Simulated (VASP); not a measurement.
Set up this calculation in VASP 6.6.1, as the native input.

| Quantity | Value |
| --- | --- |
| Task | single point |
| Functional | PBE |
| Potentials or basis | VASP PAW PBE potentials, release 64 (Si, O) |
| Cutoff | 520 eV |
| k mesh | 6 × 6 × 6 |
| Occupations | gaussian, width 0.1 eV |
| Spin | collinear spin, ferromagnetic start |
| Starting moments | [0.0, 0.0, 1.0, 1.0, 1.0, 1.0] μB |
| Dipole correction | no |
| Further INCAR settings | ALGO = Normal; EDIFF = 1e-06; NBANDS = 29 |

The structure of SiO2 lies in POSCAR:

```
SiO2
1.0
    1.7726400392      1.0234342038      5.0163878235
   -1.7726400392      1.0234342038      5.0163878235
    0.0000000000     -2.0468684076      5.0163878235
Si O
2 4
Direct
    0.1080033871      0.1080033871      0.1080033871
    0.8919966129      0.8919966129      0.8919966129
    0.7747522658      0.7747522658      0.7747522658
    0.5000000000      0.5000000000      0.5000000000
    0.2252477342      0.2252477342      0.2252477342
    0.0000000000      0.0000000000      0.0000000000
```

This cell differs from its parent crystal: atoms taken out.

These files were run (other wordings do the same):

INCAR

```
SYSTEM = SiO2
PREC     = Accurate       ! precision mode
ENCUT    = 520            ! plane-wave cutoff, eV
EDIFF    = 1E-6           ! SCF threshold, eV
ISMEAR   = 0              ! smearing method
SIGMA    = 0.1            ! smearing width, eV
LREAL    = .False.        ! projectors in reciprocal space
LASPH    = .True.         ! aspherical terms in the spheres
NELM     = 150            ! most SCF steps
ALGO     = Normal         ! electronic algorithm
ISIF     = 2              ! what is computed and relaxed
LWAVE    = .False.        ! write WAVECAR
LCHARG   = .False.        ! write CHGCAR
ISPIN    = 2              ! spin polarisation
MAGMOM   = 0 0 1 1 1 1    ! initial moments
LORBIT   = 11             ! projections on sites
GGA      = PE             ! functional
NBANDS   = 29             ! bands
```

KPOINTS

```
Automatic mesh
0
Gamma
  6 6 6
  0 0 0
```

Potentials or basis: VASP PAW PBE potentials, release 64 (Si, O).

Run with:

```bash
$ cat potpaw_PBE.64/Si/POTCAR potpaw_PBE.64/O/POTCAR > POTCAR
$ mpirun -np 1 vasp_std > vasp.out
```

Results of the run:

The pressure is 0.4 GPa. The largest force is 0.068 eV/Å and the band gap on the k mesh is 1.70 eV (least direct gap 2.92 eV). The net moment is 0.00 μB per cell and the valence electrons inside the program's atomic spheres are Si 1.34; O 5.09, 5.06, 5.24 (each value once).

Caveat: the cell differs from its parent crystal (atoms taken out).

It took 110 s on 1 thread of Intel(R) Xeon(R) 6975P-C (Granite Rapids), on a shared host, peak memory 0.31 GiB.
